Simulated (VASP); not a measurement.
# MnHg (P4/mmm) in VASP: further runs

The runs below take MnHg through single point, electric field gradients, with PBE, LDA.

Everything below comes from runs of VASP 6.6.1. Logs are shortened: lines on timing, memory, paths and dates and some standing lists are left out, and cuts for length are marked.

**1. The cell of the first run**

The structure is tetragonal, space group P4/mmm (No. 123). The conventional cell has a = 3.288 Å, b = 3.288 Å, c = 3.313 Å, α = 90.00°, β = 90.00°, γ = 90.00°. Mn (site symmetry 4/mmm) has 8 Hg at 2.85 Å and 6 Mn at 3.29 to 3.31 Å within 3.8 Å. Within 3.8 Å of Hg (site symmetry 4/mmm) lie 8 Mn at 2.85 Å and 6 Hg at 3.29 to 3.31 Å.

**2. Single point, PBE**

File POSCAR:

```
MnHg
1.0
    3.2880000000      0.0000000000      0.0000000000
    0.0000000000      3.2880000000      0.0000000000
    0.0000000000      0.0000000000      3.3130000000
Mn Hg
1 1
Direct
    0.5000000000      0.5000000000      0.5000000000
    0.0000000000      0.0000000000      0.0000000000
```

File INCAR.step1:

```
SYSTEM = MnHg
PREC     = Accurate       ! precision mode
ENCUT    = 520            ! plane-wave cutoff, eV
EDIFF    = 1E-6           ! SCF threshold, eV
ISMEAR   = -1             ! smearing method
SIGMA    = 0.05           ! smearing width, eV
LREAL    = .False.        ! projectors in reciprocal space
LASPH    = .True.         ! aspherical terms in the spheres
NELM     = 60             ! most SCF steps
ALGO     = Normal         ! electronic algorithm
ISIF     = 2              ! what is computed and relaxed
LWAVE    = .False.        ! write WAVECAR
LCHARG   = .True.         ! write CHGCAR
LMAXMIX  = 4              ! l up to which the mixer works
GGA      = PE             ! functional
NBANDS   = 20             ! bands
```

File KPOINTS.step1:

```
regular mesh
0
Gamma
  10 10 10
  0 0 0
```

File INCAR.step2:

```
SYSTEM = MnHg
PREC     = Accurate       ! precision mode
ENCUT    = 520            ! plane-wave cutoff, eV
EDIFF    = 1E-6           ! SCF threshold, eV
ISMEAR   = -5             ! smearing method
SIGMA    = 0.05           ! smearing width, eV
LREAL    = .False.        ! projectors in reciprocal space
LASPH    = .True.         ! aspherical terms in the spheres
NELM     = 60             ! most SCF steps
ALGO     = Normal         ! electronic algorithm
ISIF     = 2              ! what is computed and relaxed
LWAVE    = .False.        ! write WAVECAR
LCHARG   = .False.        ! write CHGCAR
LMAXMIX  = 4              ! l up to which the mixer works
GGA      = PE             ! functional
LORBIT   = 11             ! projections on sites
NEDOS    = 2001           ! points of the DOS
ICHARG   = 11             ! starting density
```

File KPOINTS.step2:

```
regular mesh
0
Gamma
  15 15 15
  0 0 0
```

Potentials or basis: VASP PAW PBE potentials, release 64 (Mn_pv, Hg).

Run with:

```console
cat potpaw_PBE.64/Mn_pv/POTCAR potpaw_PBE.64/Hg/POTCAR > POTCAR
cp INCAR.step1 INCAR
cp KPOINTS.step1 KPOINTS
mpirun -np 1 vasp_std > vasp.out
cp INCAR.step2 INCAR
cp KPOINTS.step2 KPOINTS
mpirun -np 1 vasp_std > vasp.out
```

OUTCAR:

```text
SYSTEM = MnHg
   PREC = Accurate
   ENCUT = 520
   EDIFF = 1E-6
   ISMEAR = -5
   LREAL = .False.
   LASPH = .True.
   NELM = 60
   ISIF = 2
   GGA = PE
   LORBIT = 11
   ICHARG = 11

 ion  position               nearest neighbor table
   1  0.500  0.500  0.500-   2 2.85   2 2.85   2 2.85   2 2.85   2 2.85   2 2.85   2 2.85   2 2.85

   2  0.000  0.000  0.000-   1 2.85   1 2.85   1 2.85   1 2.85   1 2.85   1 2.85   1 2.85   1 2.85

  LATTYP: Found a simple tetragonal cell.
 ALAT       =     3.2880000000
 C/A-ratio  =     1.0076034063

  Lattice vectors:

 A1 = (   3.2880000000,   0.0000000000,   0.0000000000)
 A2 = (   0.0000000000,   3.2880000000,   0.0000000000)
 A3 = (   0.0000000000,   0.0000000000,   3.3130000000)

Analysis of symmetry for initial positions (statically):
=====================================================================
 Subroutine PRICEL returns:
 Original cell was already a primitive cell.

 Routine SETGRP: Setting up the symmetry group for a
 simple tetragonal supercell.

 Subroutine GETGRP returns: Found 16 space group operations
 (whereof 16 operations were pure point group operations)
 out of a pool of 16 trial point group operations.

The static configuration has the point symmetry D_4h.

Analysis of symmetry for dynamics (positions and initial velocities):
=====================================================================
 Subroutine PRICEL returns:
 Original cell was already a primitive cell.

 Routine SETGRP: Setting up the symmetry group for a
 simple tetragonal supercell.

 Subroutine GETGRP returns: Found 16 space group operations
 (whereof 16 operations were pure point group operations)
 out of a pool of 16 trial point group operations.

The dynamic configuration has the point symmetry D_4h.

 Subroutine INISYM returns: Found 16 space group operations
 (whereof 16 operations are pure point group operations),
 and found     1 'primitive' translations

----------------------------------------------------------------------------------------

                                     Primitive cell

  volume of cell :      35.8167

  direct lattice vectors                    reciprocal lattice vectors
     3.288000000  0.000000000  0.000000000     0.304136253  0.000000000  0.000000000
     0.000000000  3.288000000  0.000000000     0.000000000  0.304136253  0.000000000
     0.000000000  0.000000000  3.313000000     0.000000000  0.000000000  0.301841232

  length of vectors
     3.288000000  3.288000000  3.313000000     0.304136253  0.304136253  0.301841232

  position of ions in fractional coordinates (direct lattice)
[... 89 lines left out ...]
   POTIM  = 0.5000    time-step for ionic-motion
   TEBEG  =    0.0;   TEEND  =   0.0 temperature during run
   PSTRESS=    0.0 pullay stress
   NELECT =      25.0000    total number of electrons
   NUPDOWN=      -1.0000    fix difference up-down
   EMIN   =  10.00;   EMAX   =-10.00  energy-range for DOS
   EFERMI =   0.00;   METHOD = LEGACY
   ISMEAR =    -5;   SIGMA  =   0.05  broadening in eV -4-tet -1-fermi 0-gaus
   EFERMI_NEDOS =   21; number of points for ismear=-14 and -15
   IALGO  =     38    algorithm
   IMIX   =      4    mixing-type and parameters
     AMIX     =   0.40;   BMIX     =  1.00
     AMIX_MAG =   1.60;   BMIX_MAG =  1.00
  volume/ion in A,a.u.               =      17.91       120.85
  Fermi-wavevector in a.u.,A,eV,Ry     =   1.452200  2.744260 28.693127  2.108885
  Thomas-Fermi vector in A             =   2.569610
   LORBIT       =     11    0 simple, 1 ext, 2 COOP (PROOUT), +10 PAW based schemes
   GGA     = PE    functional components
   LHFCALC =     F    Hartree Fock is set to
   AEXX    =    0.0000 exact exchange contribution
   IVDW    =     0    specifies the selected vdW correction
   LEPSILON=     F    determine dielectric tensor
   LRPA    =     F    only Hartree local field effects (RPA)
 non-spin polarized calculation
 Fermi weights with tetrahedron method with Bloechl corrections
  energy-cutoff  :      520.00
  volume of cell :       35.82
 maximum number of plane-waves:       980

 number of electron      25.0000001 magnetization

 Free energy of the ion-electron system (eV)
  ---------------------------------------------------
  ext. energy  EPLUGINS =         0.00000000
  ---------------------------------------------------
  free energy    TOTEN  =        -7.07996231 eV

  energy without entropy =       -7.07996231  energy(sigma->0) =       -7.07996231

 E-fermi :   4.9372     XC(G=0): -11.8233

 val. band max:        4.9773309259   @ k =   0.1333   0.1333   0.1333
 cond. band min:       4.9198226428   @ k =   0.4667   0.0000   0.3333
 fundamental gap:     -0.0575082832
 Fermi energy:         4.9371536834

 k-point     1 :       0.0000    0.0000    0.0000
  band No.  band energies     occupation
      1     -42.7331      2.00000
      2     -42.7320      2.00000
      3     -42.7320      2.00000
      4      -4.0314      2.00000
      5      -2.8687      2.00000
      6      -2.8546      2.00000
[... 433 lines left out ...]
      3     -42.7317      2.00000
      4      -2.7308      2.00000
      5      -2.4297      2.00000
      6      -2.1690      2.00000
[... 8 lines left out ...]
     15       6.4490      0.00000
     16      10.0198      0.00000

 [... further k-points ...]

------------------------ aborting loop because EDIFF is reached ----------------------------------------

  FORCE on cell =-STRESS in cart. coord.  units (eV):
  Direction    XX          YY          ZZ          XY          YZ          ZX
  --------------------------------------------------------------------------------------
  -------------------------------------------------------------------------------------
  Total       -3.2935508     -3.2935508     -3.3157756      0.0000000     -0.0000000     -0.0000000
  in kB     -147.3295625   -147.3295625   -148.3237387      0.0000000     -0.0000000     -0.0000000
  external PRESSURE =    -147.6609545 kB  Pullay stress =       0.0000000 kB

 VOLUME and BASIS-vectors are now :
 -----------------------------------------------------------------------------
  energy-cutoff  :      520.00
  volume of cell :       35.82
      direct lattice vectors                 reciprocal lattice vectors
     3.288000000  0.000000000  0.000000000     0.304136253  0.000000000  0.000000000
     0.000000000  3.288000000  0.000000000     0.000000000  0.304136253  0.000000000
     0.000000000  0.000000000  3.313000000     0.000000000  0.000000000  0.301841232

 POSITION                                       TOTAL-FORCE (eV/Angst)
 -----------------------------------------------------------------------------------
      1.64400      1.64400      1.65650         0.000000      0.000000      0.000000
      0.00000      0.00000      0.00000         0.000000      0.000000      0.000000
 -----------------------------------------------------------------------------------
    total drift:                                0.000000      0.000000     -0.000000

  FREE ENERGIE OF THE ION-ELECTRON SYSTEM (eV)
  ---------------------------------------------------
  free  energy   TOTEN  =        -7.0799623071 eV

  energy  without entropy=       -7.0799623071  energy(sigma->0) =       -7.07996231

 total charge

# of ion       s       p       d       tot
------------------------------------------
    1        0.225   6.152   5.081  11.458
    2        0.794   0.497   9.249  10.540
--------------------------------------------------
tot          1.019   6.649  14.330  21.998
```

Run time: 2.1 min. Hardware: 1 thread of Intel Xeon 8259CL, shared host; peak memory 0.29 GiB.

Results:

- Valence electrons inside the program's atomic spheres: Mn 11.46; Hg 10.54

Levels at points of the mesh, in eV from the Fermi level:
```csv
k point,band 9,band 10,band 11,band 12,band 13,band 14,band 15,band 16
"(0.00, 0.00, 0.00)",-6.60,-0.75,-0.73,0.25,0.25,0.26,5.69,5.91
```

Caveat: spin-orbit coupling is left out, which moves the levels of the heavy elements; the run has no spin polarisation, though such a crystal can be magnetic; tetrahedron occupations give inexact forces and stress in metals. Spin polarisation is off, so any magnetic state and its effect on volume and gap are missing.

[end of part 1 of 2]
